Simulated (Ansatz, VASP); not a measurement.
**GaN in VASP and in Ansatz**

```
Ga N
1.0
     0.00000    2.08148    2.08148
     2.08148    0.00000    2.08148
     2.08148    2.08148    0.00000
Ga N
1 1
Cartesian
  0.0000 0.0000 0.0000
  2.0815 2.0815 2.0815
```

Alike in both runs: task single point; functional LDA; k mesh 12 × 12 × 12; occupations gaussian, width 0.03 eV; no spin polarisation.

|  | VASP | Ansatz |
| --- | --- | --- |
| version | VASP 6.6.1 | Ansatz 0.2.0 |
| potentials or method | VASP PAW LDA potentials, release 64 (Ga_d, N), cutoff 600 eV | scalar-relativistic, plane waves, PAW |
| valence electrons in the cell | 18 | 18 |

```csv
,VASP,Ansatz,Ansatz less VASP
gap on the k mesh at the Fermi level (eV),0.70,0.68,-0.019
least direct gap on the mesh (eV),3.42,3.40,-0.028
pressure (GPa),4.7,3.3,-1.38
```

LDA's correlation is that of Perdew and Zunger in VASP and of Perdew and Wang (1992) in Ansatz.
